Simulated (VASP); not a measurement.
# AlN (F-43m) in VASP: a series of runs

The runs below take AlN through single point, with r2SCAN.

All numbers are computed with VASP 6.6.1; they aren't measurements. Logs are shortened: lines on timing, memory, paths and dates and some standing lists are left out, and cuts for length are marked.

## Step 1: The cell of the first run

It takes space group F-43m (No. 216, cubic). Conventional cell: a = 4.370 Å, b = 4.370 Å, c = 4.370 Å, α = 90.00°, β = 90.00°, γ = 90.00°. Within 2.5 Å of Al (site symmetry -43m) lie 4 N at 1.89 Å. N (site symmetry -43m) has 4 Al at 1.89 Å within 2.5 Å.

## Step 2: Single point, r2SCAN

The input, POSCAR:

```
AlN
1.0
    0.0000000000      2.1849006274      2.1849006274
    2.1849006274      0.0000000000      2.1849006274
    2.1849006274      2.1849006274      0.0000000000
Al N
1 1
Direct
    0.0000000000      0.0000000000      0.0000000000
    0.7500000000      0.7500000000      0.7500000000
```

The input, INCAR.step1:

```
  PREC = Accurate
  ENCUT = 520
  ISMEAR = 0
  SIGMA = 0.02
  LREAL = F
  LASPH = T
  NELM = 60
  NBANDS = 11
  GGA = PE
  ALGO = Normal
  EDIFF = 1E-4
  LWAVE = T
  LCHARG = F
```

The input, INCAR.step2:

```
  PREC = Accurate
  ENCUT = 520
  EDIFF = 1E-6
  ISMEAR = 0
  SIGMA = 0.02
  LREAL = F
  LASPH = T
  NELM = 60
  ALGO = Normal
  ISIF = 2
  LWAVE = F
  LCHARG = F
  METAGGA = R2SCAN
  LMIXTAU = T
  NBANDS = 11
  ISTART = 1
```

The input, KPOINTS:

```
Automatic mesh
0
Gamma
  10 10 10
```

Potentials or basis: VASP PAW PBE potentials, release 64 (Al, N).

Command:

```
$ cat potpaw_PBE.64/Al/POTCAR potpaw_PBE.64/N/POTCAR > POTCAR
$ cp INCAR.step1 INCAR
$ mpirun -np 1 vasp_std > vasp.out
$ cp INCAR.step2 INCAR
$ mpirun -np 1 vasp_std > vasp.out
```

OUTCAR:

```text
PREC = Accurate
   ENCUT = 520
   EDIFF = 1E-6
   ISMEAR = 0
   LREAL = F
   LASPH = T
   NELM = 60
   ISIF = 2
   METAGGA = R2SCAN
   ISTART = 1

 ion  position               nearest neighbor table
   1  0.000  0.000  0.000-   2 1.89   2 1.89   2 1.89   2 1.89
   2  0.750  0.750  0.750-   1 1.89   1 1.89   1 1.89   1 1.89

  LATTYP: Found a face centered cubic cell.
 ALAT       =     4.3698012548

  Lattice vectors:

 A1 = (   0.0000000000,   2.1849006274,   2.1849006274)
 A2 = (   2.1849006274,   0.0000000000,   2.1849006274)
 A3 = (   2.1849006274,   2.1849006274,   0.0000000000)

Analysis of symmetry for initial positions (statically):
=====================================================================
 Subroutine PRICEL returns:
 Original cell was already a primitive cell.

 Routine SETGRP: Setting up the symmetry group for a
 face centered cubic supercell.

 Subroutine GETGRP returns: Found 24 space group operations
 (whereof 24 operations were pure point group operations)
 out of a pool of 48 trial point group operations.

The static configuration has the point symmetry T_d .

Analysis of symmetry for dynamics (positions and initial velocities):
=====================================================================
 Subroutine PRICEL returns:
 Original cell was already a primitive cell.

 Routine SETGRP: Setting up the symmetry group for a
 face centered cubic supercell.

 Subroutine GETGRP returns: Found 24 space group operations
 (whereof 24 operations were pure point group operations)
 out of a pool of 48 trial point group operations.

The dynamic configuration has the point symmetry T_d .

 Subroutine INISYM returns: Found 24 space group operations
 (whereof 24 operations are pure point group operations),
 and found     1 'primitive' translations

----------------------------------------------------------------------------------------

                                     Primitive cell

  volume of cell :      20.8605

  direct lattice vectors                    reciprocal lattice vectors
     0.000000000  2.184900627  2.184900627    -0.228843360  0.228843360  0.228843360
     2.184900627  0.000000000  2.184900627     0.228843360 -0.228843360  0.228843360
     2.184900627  2.184900627  0.000000000     0.228843360  0.228843360 -0.228843360

  length of vectors
     3.089916100  3.089916100  3.089916100     0.396368326  0.396368326  0.396368326

  position of ions in fractional coordinates (direct lattice)
     0.000000000  0.000000000  0.000000000
     0.750000000  0.750000000  0.750000000

  ion indices of the primitive-cell ions
   primitive index   ion index
                 1           1
                 2           2

----------------------------------------------------------------------------------------

 KPOINTS: Automatic mesh

Automatic generation of k-mesh.
 Grid dimensions read from file:
 generate k-points for:   10   10   10

 Generating k-lattice:

  Cartesian coordinates                     Fractional coordinates (reciprocal lattice)
    -0.022884336  0.022884336  0.022884336     0.100000000  0.000000000  0.000000000
     0.022884336 -0.022884336  0.022884336     0.000000000  0.100000000  0.000000000
     0.022884336  0.022884336 -0.022884336     0.000000000  0.000000000  0.100000000

  Length of vectors
     0.039636833  0.039636833  0.039636833

  Shift w.r.t. Gamma in fractional coordinates (k-lattice)
     0.000000000  0.000000000  0.000000000

 Subroutine IBZKPT returns following result:
 ===========================================

 Found     47 irreducible k-points:

 Following reciprocal coordinates:
            Coordinates               Weight
  0.000000  0.000000  0.000000      1.000000
  0.100000  0.000000  0.000000      8.000000
  0.200000  0.000000  0.000000      8.000000
  0.300000  0.000000  0.000000      8.000000
  0.400000  0.000000  0.000000      8.000000
  0.500000  0.000000  0.000000      4.000000
[... 16 lines left out ...]
  0.300000  0.300000  0.000000      6.000000
  0.400000  0.300000  0.000000     24.000000
 [... further k-points ...]
   k-points           NKPTS =     47   k-points in BZ     NKDIM =     47   number of bands    NBANDS=     11
   number of dos      NEDOS =    301   number of ions     NIONS =      2
   total plane-waves  NPLWV =  13824
   dimension x,y,z NGX =    24 NGY =   24 NGZ =   24
   dimension x,y,z NGXF=    48 NGYF=   48 NGZF=   48
   ions per type =               1   1
   NGX,Y,Z   is equivalent  to a cutoff of  12.91, 12.91, 12.91 a.u.
   NGXF,Y,Z  is equivalent  to a cutoff of  25.83, 25.83, 25.83 a.u.
 SYSTEM =  unknown system
   PREC   = accura    normal or accurate (medium, high low for compatibility)
   ISTART =      1    job   : 0-new  1-cont  2-samecut
   ICHARG =      0    charge: 1-file 2-atom 10-const
   ISPIN  =      1    spin polarized calculation?
   LNONCOLLINEAR =      F non collinear calculations
   LSORBIT =      F    spin-orbit coupling
   LASPH  =      T    aspherical Exc in radial PAW
   ENCUT  =  520.0 eV  38.22 Ry    6.18 a.u.   5.75  5.75  5.75*2*pi/ulx,y,z
   NELM   =     60;   NELMIN=  2; NELMDL=  0     # of ELM steps
   EDIFF  = 0.1E-05   stopping-criterion for ELM
   LREAL  =      F    real-space projection
   EDIFFG = 0.1E-04   stopping-criterion for IOM
   NSW    =      0    number of steps for IOM
   IBRION =     -1    ionic relax: 0-MD 1-quasi-New 2-CG
   NFREE  =      0    steps in history (QN), initial steepest desc. (CG)
   ISIF   =      2    stress and relaxation
   ISYM   =      2    0-nonsym 1-usesym 2-fastsym
   POTIM  = 0.5000    time-step for ionic-motion
   TEBEG  =    0.0;   TEEND  =   0.0 temperature during run
   PSTRESS=    0.0 pullay stress
   NELECT =       8.0000    total number of electrons
   NUPDOWN=      -1.0000    fix difference up-down
   EMIN   =  10.00;   EMAX   =-10.00  energy-range for DOS
   EFERMI =   0.00;   METHOD = LEGACY
   ISMEAR =     0;   SIGMA  =   0.02  broadening in eV -4-tet -1-fermi 0-gaus
   EFERMI_NEDOS =   21; number of points for ismear=-14 and -15
   IALGO  =     38    algorithm
   IMIX   =      4    mixing-type and parameters
     AMIX     =   0.40;   BMIX     =  1.00
     AMIX_MAG =   1.60;   BMIX_MAG =  1.00
  volume/ion in A,a.u.               =      10.43        70.39
  Fermi-wavevector in a.u.,A,eV,Ry     =   1.189405  2.247650 19.247952  1.414685
  Thomas-Fermi vector in A             =   2.325513
   LORBIT       =      0    0 simple, 1 ext, 2 COOP (PROOUT), +10 PAW based schemes
   METAGGA = R2SCAN    functional components
   LHFCALC =     F    Hartree Fock is set to
   AEXX    =    0.0000 exact exchange contribution
   IVDW    =     0    specifies the selected vdW correction
   LEPSILON=     F    determine dielectric tensor
   LRPA    =     F    only Hartree local field effects (RPA)
 non-spin polarized calculation
 Gauss-broadening in eV      SIGMA  =   0.02
  energy-cutoff  :      520.00
  volume of cell :       20.86
 maximum number of plane-waves:       588
   NGX = 11   NGY = 11   NGZ = 11

 number of electron       8.0000000 magnetization

 Free energy of the ion-electron system (eV)
  ---------------------------------------------------
  ext. energy  EPLUGINS =         0.00000000
  ---------------------------------------------------
  free energy    TOTEN  =       -19.17972325 eV

  energy without entropy =      -19.17972325  energy(sigma->0) =      -19.17972325

 E-fermi :   5.8867     XC(G=0): -11.4128

 val. band max:        5.6814448233   @ k =   0.0000   0.0000   0.0000
 cond. band min:       9.6152406418   @ k =   0.5000   0.5000   0.0000
 fundamental gap:      3.9337958184
 Fermi energy:         5.8867221309

 k-point     1 :       0.0000    0.0000    0.0000
  band No.  band energies     occupation
      1     -10.0530      2.00000
      2       5.6814      2.00000
      3       5.6814      2.00000
      4       5.6814      2.00000
      5      10.5622      0.00000
      6      19.1899      0.00000
      7      19.1899      0.00000
      8      19.1899      0.00000
      9      24.2055      0.00000
     10      24.2055      0.00000
     11      25.9153      0.00000

 k-point     2 :       0.1000    0.0000    0.0000
  band No.  band energies     occupation
      1      -9.9065      2.00000
      2       4.8809      2.00000
      3       5.6295      2.00000
      4       5.6295      2.00000
      5      11.2214      0.00000
      6      18.8111      0.00000
      7      19.3303      0.00000
      8      19.3303      0.00000
      9      22.9791      0.00000
     10      22.9791      0.00000
     11      25.1128      0.00000

 k-point     3 :       0.2000    0.0000    0.0000
  band No.  band energies     occupation
      1      -9.4914      2.00000
      2       3.2583      2.00000
      3       5.4995      2.00000
      4       5.4995      2.00000
      5      12.3876      0.00000
      6      18.0205      0.00000
      7      19.2229      0.00000
      8      19.2229      0.00000
      9      22.4851      0.00000
     10      22.4851      0.00000
     11      24.2371      0.00000

 k-point     4 :       0.3000    0.0000    0.0000
  band No.  band energies     occupation
      1      -8.8940      2.00000
      2       1.5876      2.00000
      3       5.3501      2.00000
      4       5.3501      2.00000
      5      13.2832      0.00000
      6      17.2591      0.00000
      7      18.4872      0.00000
      8      18.4872      0.00000
      9      23.6605      0.00000
     10      23.6605      0.00000
     11      24.0920      0.00000
[... 239 lines left out ...]
 k-point    22 :      -0.2000    0.2000    0.0000
  band No.  band energies     occupation
      1      -8.6971      2.00000
      2       1.8960      2.00000
      3       3.9808      2.00000
      4       5.4266      2.00000
      5      14.0357      0.00000
      6      16.4864      0.00000
      7      18.0604      0.00000
      8      19.0140      0.00000
      9      21.6245      0.00000
     10      25.3495      0.00000
     11      28.1774      0.00000

 k-point    23 :       0.3000    0.3000    0.0000
  band No.  band energies     occupation
      1      -8.5199      2.00000
      2       2.1340      2.00000
      3       4.4222      2.00000
      4       4.4222      2.00000
      5      11.6848      0.00000
      6      16.2652      0.00000
      7      18.5312      0.00000
      8      21.2837      0.00000
      9      21.2837      0.00000
     10      27.0461      0.00000
     11      30.7490      0.00000

 k-point    24 :       0.4000    0.3000    0.0000
  band No.  band energies     occupation
      1      -8.0684      2.00000
      2       1.4922      2.00000
      3       3.9634      2.00000
      4       4.2555      2.00000
      5      11.2519      0.00000
      6      16.0934      0.00000
      7      18.9666      0.00000
      8      21.3532      0.00000
      9      21.9241      0.00000
     10      28.1153      0.00000
     11      30.5273      0.00000

 [... further k-points ...]
[... 5 lines left out ...]
  --------------------------------------------------------------------------------------
  -------------------------------------------------------------------------------------
  Total       -0.0511165     -0.0511165     -0.0511165     -0.0000000     -0.0000000     -0.0000000
  in kB       -3.9259688     -3.9259688     -3.9259688     -0.0000000     -0.0000000     -0.0000000
  external PRESSURE =      -3.9259688 kB  Pullay stress =       0.0000000 kB

 VOLUME and BASIS-vectors are now :
 -----------------------------------------------------------------------------
  energy-cutoff  :      520.00
  volume of cell :       20.86
      direct lattice vectors                 reciprocal lattice vectors
     0.000000000  2.184900627  2.184900627    -0.228843360  0.228843360  0.228843360
     2.184900627  0.000000000  2.184900627     0.228843360 -0.228843360  0.228843360
     2.184900627  2.184900627  0.000000000     0.228843360  0.228843360 -0.228843360

 POSITION                                       TOTAL-FORCE (eV/Angst)
 -----------------------------------------------------------------------------------
      0.00000      0.00000      0.00000         0.000000      0.000000      0.000000
      3.27735      3.27735      3.27735        -0.000000     -0.000000     -0.000000
 -----------------------------------------------------------------------------------
    total drift:                                0.000000      0.000000      0.000000

  FREE ENERGIE OF THE ION-ELECTRON SYSTEM (eV)
  ---------------------------------------------------
  free  energy   TOTEN  =       -19.1797232490 eV

  energy  without entropy=      -19.1797232490  energy(sigma->0) =      -19.17972325
```

Wall time 45 s (1 thread of Intel Xeon 8259CL, shared host); peak memory 0.14 GiB.

Results:

```
Free energy            : -19.1797 eV
Pressure               : -0.4 GPa
Band gap on the k mesh : 3.93 eV, indirect (least direct gap 4.88 eV)
```

Caveat: the PAW data sets were made with another functional, which shifts forces and pressure a little.

## Step 3: Single point, r2SCAN

This run uses another cell than the first one: it holds 4 atoms, not 2.

The input, POSCAR:

```
AlN
1.0
    0.0000000000     -2.1849006274     -2.1849006274
    0.0000000000      2.1849006274     -2.1849006274
    4.3698012547      0.0000000000      0.0000000000
Al N
2 2
Direct
    0.5000000000      0.5000000000      0.5000000000
    0.0000000000      0.0000000000      0.0000000000
    0.0000000000      0.5000000000      0.2500000000
    0.5000000000      0.0000000000      0.7500000000
```

The input, INCAR.step1:

```
ALGO = Normal
EDIFF = 1E-4
ENCUT = 520
GGA = PE
ISMEAR = 0
LASPH = T
LCHARG = F
LREAL = F
LWAVE = T
NBANDS = 16
NELM = 100
PREC = Accurate
SIGMA = 0.05
```

The input, INCAR.step2:

```
ALGO = Normal
EDIFF = 1E-7
ENCUT = 520
ISIF = 2
ISMEAR = 0
ISTART = 1
LASPH = T
LCHARG = F
LMIXTAU = T
LREAL = F
LWAVE = F
METAGGA = R2SCAN
NBANDS = 16
NELM = 100
PREC = Accurate
SIGMA = 0.05
```

The input, KPOINTS:

```
k-points
0
Gamma
  8 8 6
```

Potentials or basis: VASP PAW PBE potentials, release 64 (Al, N).

Command:

```
$ cat potpaw_PBE.64/Al/POTCAR potpaw_PBE.64/N/POTCAR > POTCAR
$ cp INCAR.step1 INCAR
$ mpirun -np 1 vasp_std > vasp.out
$ cp INCAR.step2 INCAR
$ mpirun -np 1 vasp_std > vasp.out
```

It took 2 min on 1 thread of Intel Xeon 8259CL, shared host; peak memory 0.17 GiB.

Results (log left out):

| Item | Value |
| --- | --- |
| Free energy | -38.3599 eV |
| Pressure | -0.4 GPa |
| Band gap on the k mesh | 3.93 eV |

Levels at points of the mesh, in eV from the valence-band top:
| k point | band 4 | band 5 | band 6 | band 7 | band 8 | band 9 | band 10 | band 11 | band 12 | band 13 |
| --- | --- | --- | --- | --- | --- | --- | --- | --- | --- | --- |
| (0.00, 0.00, 0.00) | -1.81 | -1.81 | 0.00 | 0.00 | 0.00 | 3.93 | 4.88 | 9.47 | 13.51 | 13.51 |
| (0.50, 0.00, 0.00) | -4.39 | -2.49 | -2.49 | -0.53 | -0.53 | 8.60 | 8.60 | 10.09 | 10.09 | 12.67 |
| (0.50, 0.50, 0.00) | -4.95 | -1.81 | -1.81 | -1.81 | -1.81 | 3.93 | 3.93 | 9.47 | 9.47 | 15.18 |
| (0.00, 0.00, 0.50) | -2.90 | -0.99 | -0.99 | -0.99 | -0.99 | 6.67 | 6.67 | 11.16 | 11.16 | 12.38 |
| (0.50, 0.00, 0.50) | -5.89 | -0.49 | -0.49 | -0.49 | -0.49 | 8.20 | 8.20 | 10.82 | 10.82 | 11.94 |
| (0.50, 0.50, 0.50) | -3.78 | -3.49 | -3.49 | -2.67 | -2.67 | 6.71 | 6.71 | 12.35 | 12.35 | 12.87 |

Caveat: the PAW data sets were made with another functional, which shifts forces and pressure a little. A k mesh can miss the band edges.

## Step 4: Single point, r2SCAN

The input, POSCAR:

```
AlN
1.0
    0.0000000000      2.1839935596      2.1839935596
    2.1839935596      0.0000000000      2.1839935596
    2.1839935596      2.1839935596      0.0000000000
Al N
1 1
Direct
    0.0000000000      0.0000000000      0.0000000000
    0.7500000000      0.7500000000      0.7500000000
```

The input, INCAR.step1:

```
SYSTEM = AlN
PREC = Accurate
ENCUT = 660
ISMEAR = 0
SIGMA = 0.1
LREAL = .False.
LASPH = .True.
NELM = 120
NBANDS = 11
GGA = PE
ALGO = Normal
EDIFF = 1E-5
LWAVE = .True.
LCHARG = .False.
GGA_COMPAT = .False.
```

The input, INCAR.step2:

```
SYSTEM = AlN
PREC = Accurate
ENCUT = 660
EDIFF = 1E-6
ISMEAR = 0
SIGMA = 0.1
LREAL = .False.
LASPH = .True.
NELM = 120
ALGO = Normal
ISIF = 2
LWAVE = .False.
LCHARG = .True.
METAGGA = R2SCAN
LMIXTAU = .True.
LELF = .True.
LVHAR = .True.
NBANDS = 11
ISTART = 1
GGA_COMPAT = .False.
```

The input, KPOINTS:

```
Automatic mesh
0
Gamma
  8 8 8
  0 0 0
```

Command:

```
$ cat potpaw_PBE.64/Al/POTCAR potpaw_PBE.64/N/POTCAR > POTCAR
$ cp INCAR.step1 INCAR
$ mpirun -np 1 vasp_std > vasp.out
$ cp INCAR.step2 INCAR
$ mpirun -np 1 vasp_std > vasp.out
```

Wall time 52 s (1 thread of Intel Xeon Platinum 8259CL at 2.50GHz (Skylake/Cascade Lake), shared host); peak memory 0.16 GiB.

It converged, with:

```
Free energy            : -19.1788 eV
Pressure               : -0.1 GPa
Band gap on the k mesh : 3.93 eV, indirect (least direct gap 4.89 eV)
```

Levels at points of the mesh, in eV from the valence-band top:
| k point | band 1 | band 2 | band 3 | band 4 | band 5 | band 6 | band 7 | band 8 |
| --- | --- | --- | --- | --- | --- | --- | --- | --- |
| (0.00, 0.00, 0.00) | -15.74 | 0.00 | 0.00 | 0.00 | 4.89 | 13.52 | 13.52 | 13.52 |
| (0.50, 0.00, 0.00) | -13.73 | -5.90 | -0.49 | -0.49 | 8.21 | 10.82 | 11.94 | 11.94 |
| (0.50, 0.50, 0.00) | -13.10 | -4.95 | -1.81 | -1.81 | 3.93 | 9.48 | 15.20 | 16.95 |

Caveat: the PAW data sets were made with another functional, which shifts forces and pressure a little.

## Step 5: Overview

| cell | k mesh | cutoff (eV) | smearing | gap on the mesh (eV) | pressure (GPa) |
| --- | --- | --- | --- | --- | --- |
| a = 3.090 Å, angles 60.0°, 2 atoms | 10 × 10 × 10 | 520 | gaussian 0.02 eV | 3.93 | -0.4 |
| a = 3.090, b = 3.090, c = 4.370 Å, 4 atoms | 8 × 8 × 6 | 520 | gaussian 0.05 eV | 3.93 | -0.4 |
| a = 3.089 Å, angles 60.0°, 2 atoms | 8 × 8 × 8 | 660 | gaussian 0.1 eV | 3.93 | -0.1 |

Alike in all rows: task single point; level r2SCAN; potentials or basis VASP PAW PBE potentials, release 64 (Al, N); no spin polarisation.

Caveats: the PAW data sets were made with another functional, which shifts forces and pressure a little.

Absolute energies hang on the potentials; compare differences alone.
